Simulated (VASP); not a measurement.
The system is C.

```xyz
8
Lattice="2.5052 0.0000 0.0000 -1.2526 2.1695 0.0000 0.0000 0.0000 8.1818" Properties=species:S:1:pos:R:3 pbc="T T T"
C     1.2526    0.7232    6.9034
C     0.0000    1.4464    2.8125
C     1.2526    0.7232    5.3693
C     0.0000    1.4464    1.2784
C     0.0000    0.0000    7.4148
C     0.0000    0.0000    3.3239
C     0.0000    0.0000    4.8580
C     0.0000    0.0000    0.7670
```

Base run:

| Item | Value |
| --- | --- |
| Program | VASP 6.6.1 |
| Functional | PBE |
| Potentials or basis | VASP PAW PBE potentials, release 64 (C) |
| Cutoff | 520 eV |
| k mesh | 12 × 12 × 4 |
| Occupations | fermi-dirac, width 0.05 eV |
| Spin | no spin polarisation |

Its results: band gap on the k mesh 4.46 eV (least direct gap 5.23 eV); pressure 12.3 GPa; largest force 0.342 eV/Å.

Problem. After a change of settings the same cell gave: band gap on the k mesh 4.82 eV (least direct gap 5.38 eV); pressure 42.9 GPa; largest force 0.360 eV/Å. Which change was it?
A. functional from PBE to RPBE
B. functional from PBE to PBE exchange alone
C. functional from PBE to r2SCAN; dispersion from none to D4

Solution. B.

Caveats: the stress differs along the axes, from 8 to 21 GPa (at least some runs); the stress differs along the axes, from 38 to 52 GPa (at least some runs).
